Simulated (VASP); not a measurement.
BP: single point with PBE

BP:

```
B P
1.0
     0.00000    2.31875    2.31875
     2.31875    0.00000    2.31875
     2.31875    2.31875    0.00000
B P
1 1
Direct
  0.00000 0.00000 0.00000
  0.25000 0.25000 0.25000
```

```
Program             : VASP 6.6.1
Task                : single point
Functional          : PBE
Potentials or basis : VASP PAW PBE potentials, release 64 (B, P)
Cutoff              : 500 eV
k mesh              : 10 × 10 × 10
Occupations         : gaussian, width 0.02 eV
Spin                : no spin polarisation
```

```json
{
 "Pressure": "-8.6 GPa",
 "Band gap on the k mesh": "1.33 eV, indirect (least direct gap 3.31 eV)"
}
```

Levels at points of the mesh, in eV from the valence-band top:
| k point | band 2 | band 3 | band 4 | band 5 | band 6 | band 7 |
| --- | --- | --- | --- | --- | --- | --- |
| (0.00, 0.00, 0.00) | 0.00 | 0.00 | 0.00 | 3.31 | 3.31 | 3.31 |
| (0.50, 0.00, 0.00) | -8.58 | -1.68 | -1.68 | 3.40 | 4.67 | 4.67 |
| (0.50, 0.50, 0.00) | -8.25 | -3.88 | -3.88 | 1.46 | 1.72 | 11.52 |

Run time: 5.9 s on 1 thread of AMD EPYC 9R45 96-Core Processor (Zen 5), with other jobs on the host, peak memory 0.11 GiB.

A k mesh can miss the band edges.
